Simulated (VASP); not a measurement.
Wanted: the native input for a VASP 6.6.1 run.

| Item | Value |
| --- | --- |
| Task | single point |
| Functional | PBEsol |
| Potentials or basis | VASP PAW PBE potentials, release 64 (Ni, Si) |
| Cutoff | 520 eV |
| k mesh | 9 × 9 × 9 |
| Occupations | fermi-dirac, width 0.05 eV |
| Spin | collinear spin, ferromagnetic start |
| Starting moments | [1.0, 0.0, 0.0] μB |
| Hubbard terms | Ni d U = 2.0 eV |
| Dipole correction | no |
| Further INCAR settings | ALGO = Normal; EDIFF = 1e-07; NBANDS = 20 |

The structure of Si2Ni lies in POSCAR:

```
Si2Ni
1.0
    0.0000000000      2.7030000000      2.7030000000
    2.7030000000      0.0000000000      2.7030000000
    2.7030000000      2.7030000000      0.0000000000
Ni Si
1 2
Direct
    0.0000000000      0.0000000000      0.0000000000
    0.7500000000      0.7500000000      0.7500000000
    0.2500000000      0.2500000000      0.2500000000
```

These files were run (other wordings do the same):

INCAR

```
SYSTEM = Si2Ni
PREC = Accurate
ENCUT = 520
EDIFF = 1E-7
ISMEAR = -1
SIGMA = 0.05
LREAL = .FALSE.
LASPH = .TRUE.
NELM = 150
ALGO = Normal
ISIF = 2
LWAVE = .FALSE.
LCHARG = .FALSE.
ISPIN = 2
MAGMOM = 1 0 0
LORBIT = 11
LMAXMIX = 4
LDAU = .TRUE.
LDAUTYPE = 2
LDAUL = 2 -1
LDAUU = 2 0
LDAUJ = 0 0
LDAUPRINT = 1
GGA = PS
NBANDS = 20
```

KPOINTS

```
Automatic mesh
0
G
  9 9 9
  0 0 0
```

Potentials or basis: VASP PAW PBE potentials, release 64 (Ni, Si).

Command:

```console
$ cat potpaw_PBE.64/Ni/POTCAR potpaw_PBE.64/Si/POTCAR > POTCAR
$ mpirun -np 1 vasp_std > vasp.out
```

Results of the run:

The pressure is -2.5 GPa. The band gap on the k mesh is zero (filled and empty bands overlap) and the net moment is 0.00 μB per cell. The valence electrons inside the program's atomic spheres are Ni 9.90; Si 1.58.

Caveat: the moments typed at the start vanished in this run; the PAW data sets were made with another functional, which shifts forces and pressure a little; the U is typed as a test and isn't derived for this compound.

It took 110 s on 1 thread of Intel Xeon 8259CL (shared host), peak memory 0.19 GiB.
